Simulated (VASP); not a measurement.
Here is a VASP 6.6.1 calculation.

File INCAR:

```
PREC = Accurate
ENCUT = 520
EDIFF = 1E-8
ISMEAR = 0
SIGMA = 0.01
LREAL = F
LASPH = T
NELM = 80
ALGO = Normal
ISIF = 2
LWAVE = F
LCHARG = F
GGA = PE
NBANDS = 9
IBRION = 8
NSW = 1
LEPSILON = T
```

KPOINTS

```
regular mesh
0
Gamma
  10 10 10
```

The input POSCAR:

```
LiH
1.0
    0.0000000000      2.0034891605      2.0034891605
    2.0034891605      0.0000000000      2.0034891605
    2.0034891605      2.0034891605      0.0000000000
Li H
1 1
Direct
    0.0000000000      0.0000000000      0.0000000000
    0.5000000000      0.5000000000      0.5000000000
```

Potentials or basis: VASP PAW PBE potentials, release 64 (Li_sv, H).

Run with:

```console
$ cat potpaw_PBE.64/Li_sv/POTCAR potpaw_PBE.64/H/POTCAR > POTCAR
$ mpirun -np 1 vasp_std > vasp.out
```

Question: Predict the electronic dielectric tensor (diagonal).

Answer: 4.41.

Question: Predict the Born charges (mean of the diagonal).

Answer: Li +1.02; H -1.02 e.

Question: What does it give for the highest phonon frequency at Γ, LO-TO splitting left out?

Answer: 585 cm⁻¹.

Born effective charge tensors (e):
atom 1, Li
```
1.02 0.00 0.00
0.00 1.02 0.00
0.00 0.00 1.02
```
atom 2, H
```
-1.02  0.00  0.00
 0.00 -1.02  0.00
 0.00  0.00 -1.02
```
